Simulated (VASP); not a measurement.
# AlSn (P-6m2) in VASP: further runs

Runs on AlSn. Level: PBEsol. Tasks: single point.

Everything below comes from runs of VASP 6.6.1. Logs are shortened: lines on timing, memory, paths and dates and some standing lists are left out, and cuts for length are marked.

## Step 1: The cell of the first run

It takes space group P-6m2 (No. 187, hexagonal). Conventional cell: a = 4.030 Å, b = 4.030 Å, c = 3.307 Å, α = 90.00°, β = 90.00°, γ = 120.00°. Sn (site symmetry -6m2) has 6 Al at 2.85 Å and 2 Sn at 3.31 Å within 3.8 Å. Al (site symmetry -6m2) has 6 Sn at 2.85 Å and 2 Al at 3.31 Å within 3.8 Å.

## Step 2: Single point, PBEsol

File INCAR:

```
SYSTEM = AlSn
ALGO     = Normal         ! electronic algorithm
EDIFF    = 1E-6           ! SCF threshold, eV
ENCUT    = 500            ! plane-wave cutoff, eV
GGA      = PS             ! functional
GGA_COMPAT= .FALSE.      
ISIF     = 2              ! what is computed and relaxed
ISMEAR   = -1             ! smearing method
LASPH    = .TRUE.         ! aspherical terms in the spheres
LCHARG   = .TRUE.         ! write CHGCAR
LELF     = .TRUE.         ! ELF
LREAL    = .FALSE.        ! projectors in reciprocal space
LVHAR    = .TRUE.       
LWAVE    = .FALSE.        ! write WAVECAR
NBANDS   = 16             ! bands
NELM     = 120            ! most SCF steps
PREC     = Accurate       ! precision mode
SIGMA    = 0.05           ! smearing width, eV
```

File KPOINTS:

```
k-points
0
G
  7 7 7
  0 0 0
```

File POSCAR:

```
AlSn
1.0
    4.0301813911      0.0000000000      0.0000000000
   -2.0150906955      3.4902394665      0.0000000000
    0.0000000000      0.0000000000      3.3068470000
Sn Al
1 1
Direct
    0.3333333333      0.6666666667      0.5000000000
    0.0000000000      0.0000000000      0.0000000000
```

Potentials or basis: VASP PAW PBE potentials, release 64 (Sn_d, Al).

On the command line:

```bash
$ cat potpaw_PBE.64/Sn_d/POTCAR potpaw_PBE.64/Al/POTCAR > POTCAR
$ mpirun -np 1 vasp_std > vasp.out
```

OUTCAR:

```text
SYSTEM = AlSn
   EDIFF = 1E-6
   ENCUT = 500
   GGA = PS
   ISIF = 2
   ISMEAR = -1
   LASPH = .TRUE.
   LREAL = .FALSE.
   NELM = 120
   PREC = Accurate

 ion  position               nearest neighbor table
   1  0.333  0.667  0.500-   2 2.85   2 2.85   2 2.85   2 2.85   2 2.85   2 2.85
   2  0.000  0.000  0.000-   1 2.85   1 2.85   1 2.85   1 2.85   1 2.85   1 2.85

  LATTYP: Found a hexagonal cell.
 ALAT       =     4.0301813911
 C/A-ratio  =     0.8205206364

  Lattice vectors:

 A1 = (   4.0301813911,   0.0000000000,   0.0000000000)
 A2 = (  -2.0150906955,   3.4902394665,   0.0000000000)
 A3 = (   0.0000000000,   0.0000000000,   3.3068470000)

Analysis of symmetry for initial positions (statically):
=====================================================================
 Subroutine PRICEL returns:
 Original cell was already a primitive cell.

 Routine SETGRP: Setting up the symmetry group for a
 hexagonal supercell.

 Subroutine GETGRP returns: Found 12 space group operations
 (whereof 12 operations were pure point group operations)
 out of a pool of 24 trial point group operations.

The static configuration has the point symmetry D_3h.

Analysis of symmetry for dynamics (positions and initial velocities):
=====================================================================
 Subroutine PRICEL returns:
 Original cell was already a primitive cell.

 Routine SETGRP: Setting up the symmetry group for a
 hexagonal supercell.

 Subroutine GETGRP returns: Found 12 space group operations
 (whereof 12 operations were pure point group operations)
 out of a pool of 24 trial point group operations.

The dynamic configuration has the point symmetry D_3h.

 Subroutine INISYM returns: Found 12 space group operations
 (whereof 12 operations are pure point group operations),
 and found     1 'primitive' translations

----------------------------------------------------------------------------------------

                                     Primitive cell

  volume of cell :      46.5151

  direct lattice vectors                    reciprocal lattice vectors
     4.030181391  0.000000000  0.000000000     0.248127790  0.143256646  0.000000000
    -2.015090696  3.490239466  0.000000000     0.000000000  0.286513292  0.000000000
     0.000000000  0.000000000  3.306847000     0.000000000  0.000000000  0.302402863
[... 75 lines left out ...]
   PREC   = accura    normal or accurate (medium, high low for compatibility)
   ISTART =      0    job   : 0-new  1-cont  2-samecut
   ICHARG =      2    charge: 1-file 2-atom 10-const
   ISPIN  =      1    spin polarized calculation?
   LNONCOLLINEAR =      F non collinear calculations
   LSORBIT =      F    spin-orbit coupling
   LASPH  =      T    aspherical Exc in radial PAW
   ENCUT  =  500.0 eV  36.75 Ry    6.06 a.u.   7.35  7.35  6.03*2*pi/ulx,y,z
   NELM   =    120;   NELMIN=  2; NELMDL= -5     # of ELM steps
   EDIFF  = 0.1E-05   stopping-criterion for ELM
   LREAL  =      F    real-space projection
   EDIFFG = 0.1E-04   stopping-criterion for IOM
   NSW    =      0    number of steps for IOM
   IBRION =     -1    ionic relax: 0-MD 1-quasi-New 2-CG
   NFREE  =      0    steps in history (QN), initial steepest desc. (CG)
   ISIF   =      2    stress and relaxation
   ISYM   =      2    0-nonsym 1-usesym 2-fastsym
   POTIM  = 0.5000    time-step for ionic-motion
   TEBEG  =    0.0;   TEEND  =   0.0 temperature during run
   PSTRESS=    0.0 pullay stress
   NELECT =      17.0000    total number of electrons
   NUPDOWN=      -1.0000    fix difference up-down
   EMIN   =  10.00;   EMAX   =-10.00  energy-range for DOS
   EFERMI =   0.00;   METHOD = LEGACY
   ISMEAR =    -1;   SIGMA  =   0.05  broadening in eV -4-tet -1-fermi 0-gaus
   EFERMI_NEDOS =   21; number of points for ismear=-14 and -15
   IALGO  =     38    algorithm
   IMIX   =      4    mixing-type and parameters
     AMIX     =   0.40;   BMIX     =  1.00
     AMIX_MAG =   1.60;   BMIX_MAG =  1.00
  volume/ion in A,a.u.               =      23.26       156.95
  Fermi-wavevector in a.u.,A,eV,Ry     =   1.170469  2.211865 18.639943  1.369997
  Thomas-Fermi vector in A             =   2.306927
   LORBIT       =      0    0 simple, 1 ext, 2 COOP (PROOUT), +10 PAW based schemes
   GGA     = PS    functional components
   LHFCALC =     F    Hartree Fock is set to
   AEXX    =    0.0000 exact exchange contribution
   IVDW    =     0    specifies the selected vdW correction
   LEPSILON=     F    determine dielectric tensor
   LRPA    =     F    only Hartree local field effects (RPA)
 non-spin polarized calculation
  energy-cutoff  :      500.00
  volume of cell :       46.52
 maximum number of plane-waves:      1206
 NGX is ok and might be reduce to    30
   NGX = 15   NGY = 15   NGZ = 13

 number of electron      16.9999987 magnetization

 Free energy of the ion-electron system (eV)
  ---------------------------------------------------
  ext. energy  EPLUGINS =         0.00000000
  ---------------------------------------------------
  free energy    TOTEN  =        -7.96705291 eV

  energy without entropy =       -7.95912710  energy(sigma->0) =       -7.96309001

 E-fermi :   7.0838     XC(G=0): -10.0423

 val. band max:        7.0059866318   @ k =   0.2857   0.1429   0.4286
 cond. band min:       7.0873665928   @ k =   0.2857   0.0000   0.2857
 fundamental gap:      0.0813799611
 Fermi energy:         7.0838305720

 k-point     1 :       0.0000    0.0000    0.0000
  band No.  band energies     occupation
      1     -14.1532      2.00000
      2     -14.0247      2.00000
      3     -14.0247      2.00000
      4     -14.0191      2.00000
      5     -14.0191      2.00000
      6      -3.8032      2.00000
[... 433 lines left out ...]
      3     -14.0244      2.00000
      4     -14.0113      2.00000
      5     -13.9977      2.00000
      6      -0.3057      2.00000
[... 8 lines left out ...]
     15      19.2753      0.00000
     16      19.6519      0.00000

 [... further k-points ...]
[... 5 lines left out ...]
  --------------------------------------------------------------------------------------
  -------------------------------------------------------------------------------------
  Total        1.0084964      1.0084964     -0.4885199      0.0000000     -0.0000000      0.0000000
  in kB       34.7368964     34.7368964    -16.8266973      0.0000000     -0.0000000      0.0000000
  external PRESSURE =      17.5490318 kB  Pullay stress =       0.0000000 kB

 VOLUME and BASIS-vectors are now :
 -----------------------------------------------------------------------------
  energy-cutoff  :      500.00
  volume of cell :       46.52
      direct lattice vectors                 reciprocal lattice vectors
     4.030181391  0.000000000  0.000000000     0.248127790  0.143256646  0.000000000
    -2.015090696  3.490239466  0.000000000     0.000000000  0.286513292  0.000000000
     0.000000000  0.000000000  3.306847000     0.000000000  0.000000000  0.302402863

 POSITION                                       TOTAL-FORCE (eV/Angst)
 -----------------------------------------------------------------------------------
     -0.00000      2.32683      1.65342        -0.000000      0.000000      0.000000
      0.00000      0.00000      0.00000         0.000000     -0.000000      0.000000
 -----------------------------------------------------------------------------------
    total drift:                                0.000000     -0.000000     -0.000000

  FREE ENERGIE OF THE ION-ELECTRON SYSTEM (eV)
  ---------------------------------------------------
  free  energy   TOTEN  =        -7.9670529129 eV

  energy  without entropy=       -7.9591271002  energy(sigma->0) =       -7.96309001
```

It took 15 s on 1 thread of Intel Xeon Platinum 8259CL at 2.50GHz (Skylake/Cascade Lake), shared host; peak memory 0.16 GiB.

What came out:

```
Free energy            : -7.9671 eV
Pressure               : 1.8 GPa
Band gap on the k mesh : zero (an odd number of electrons rules out a gap without spin polarisation)
```

Caveat: the PAW data sets were made with another functional, which shifts forces and pressure a little; spin-orbit coupling is left out, which moves the levels of the heavy elements.

## Step 3: Single point, PBEsol

This run uses another cell than the first one, of 26.26 Å³/atom.

File INCAR:

```
  ALGO = Normal
  EDIFF = 1E-6
  ENCUT = 500
  GGA = PS
  GGA_COMPAT = F
  ISIF = 2
  ISMEAR = -1
  LASPH = T
  LCHARG = F
  LREAL = F
  LWAVE = F
  NBANDS = 16
  NELM = 120
  PREC = Accurate
  SIGMA = 0.05
```

File KPOINTS:

```
k-points
0
Gamma
  6 6 7
```

File POSCAR:

```
AlSn
1.0
    4.2820677280      0.0000000000      0.0000000000
   -2.1410338640      3.7083794331      0.0000000000
    0.0000000000      0.0000000000      3.3068470000
Sn Al
1 1
Direct
    0.3333333333      0.6666666667      0.5000000000
    0.0000000000      0.0000000000      0.0000000000
```

Potentials or basis: VASP PAW PBE potentials, release 64 (Sn_d, Al).

On the command line:

```bash
$ cat potpaw_PBE.64/Sn_d/POTCAR potpaw_PBE.64/Al/POTCAR > POTCAR
$ mpirun -np 1 vasp_std > vasp.out
```

Run time: 20 s. Hardware: 1 thread of Intel Xeon Platinum 8259CL at 2.50GHz (Skylake/Cascade Lake), shared host; peak memory 0.17 GiB.

Results (log left out):

```yaml
Free_energy: -7.9684 eV
Pressure: -3.8 GPa
Band_gap_on_the_k_mesh: zero (an odd number of electrons rules out a gap without spin polarisation)
```

Stress tensor (GPa, compression positive):
```
-2.91  0.00  0.00
 0.00 -2.91  0.00
 0.00  0.00 -5.62
```

Levels at points of the mesh, in eV from the Fermi level:
```tsv
k point	band 6	band 7	band 8	band 9	band 10	band 11
(0.00, 0.00, 0.00)	-10.18	-0.28	-0.28	0.32	2.89	3.04
(0.50, 0.00, 0.00)	-8.49	-6.15	-1.79	0.51	4.60	6.62
```

Caveat: the cell stands under tension; the PAW data sets were made with another functional, which shifts forces and pressure a little; spin-orbit coupling is left out, which moves the levels of the heavy elements.

## Step 4: Single point, PBEsol

This run uses another cell than the first one, of 27.30 Å³/atom.

File INCAR:

```
PREC = Accurate
ENCUT = 500
EDIFF = 1E-6
ISMEAR = -1
SIGMA = 0.05
LREAL = False
LASPH = True
NELM = 120
ALGO = Normal
ISIF = 2
LWAVE = False
LCHARG = False
GGA = PS
NBANDS = 16
GGA_COMPAT = False
```

File KPOINTS:

```
regular mesh
0
Gamma
  6 6 7
```

File POSCAR:

```
AlSn
1.0
    4.3660298403      0.0000000000      0.0000000000
   -2.1830149201      3.7810927553      0.0000000000
    0.0000000000      0.0000000000      3.3068470000
Sn Al
1 1
Direct
    0.3333333333      0.6666666667      0.5000000000
    0.0000000000      0.0000000000      0.0000000000
```

On the command line:

```bash
$ cat potpaw_PBE.64/Sn_d/POTCAR potpaw_PBE.64/Al/POTCAR > POTCAR
$ mpirun -np 1 vasp_std > vasp.out
```

Wall time 14 s (1 thread of Intel Xeon Platinum 8259CL at 2.50GHz (Skylake/Cascade Lake), shared host); peak memory 0.17 GiB.

It converged, with:

| Property | Result |
| --- | --- |
| Free energy | -7.9196 eV |
| Pressure | -4.9 GPa |
| Band gap on the k mesh | zero (an odd number of electrons rules out a gap without spin polarisation) |

Stress tensor (GPa, compression positive):
```
-4.56  0.00  0.00
 0.00 -4.56  0.00
 0.00  0.00 -5.60
```

Levels at points of the mesh, in eV from the Fermi level:
```tsv
k point	band 5	band 6	band 7	band 8	band 9	band 10	band 11	band 12
(0.00, 0.00, 0.00)	-20.97	-9.88	-0.29	-0.29	0.01	3.00	3.00	3.21
(0.50, 0.00, 0.00)	-20.97	-8.31	-5.95	-1.71	0.50	4.82	6.77	7.47
```

Caveat: the cell stands under tension; the PAW data sets were made with another functional, which shifts forces and pressure a little; spin-orbit coupling is left out, which moves the levels of the heavy elements.

## Step 5: Overview

| cell | k mesh | gap on the mesh (eV) | pressure (GPa) |
| --- | --- | --- | --- |
| a = 4.030, b = 4.030, c = 3.307 Å, angles 90.0, 90.0, 120.0°, 2 atoms | 7 × 7 × 7 | none | 1.8 |
| a = 4.282, b = 4.282, c = 3.307 Å, angles 90.0, 90.0, 120.0°, 2 atoms | 6 × 6 × 7 | none | -3.8 |
| a = 4.366, b = 4.366, c = 3.307 Å, angles 90.0, 90.0, 120.0°, 2 atoms | 6 × 6 × 7 | none | -4.9 |

Alike in all rows: task single point; level PBEsol; potentials or basis VASP PAW PBE potentials, release 64 (Sn_d, Al); no spin polarisation; cutoff (eV) 500; smearing fermi-dirac 0.05 eV.

Caveats: the PAW data sets were made with another functional, which shifts forces and pressure a little; spin-orbit coupling is left out, which moves the levels of the heavy elements; the cell stands under tension (at least some runs).

Absolute energies hang on the potentials; compare differences alone.
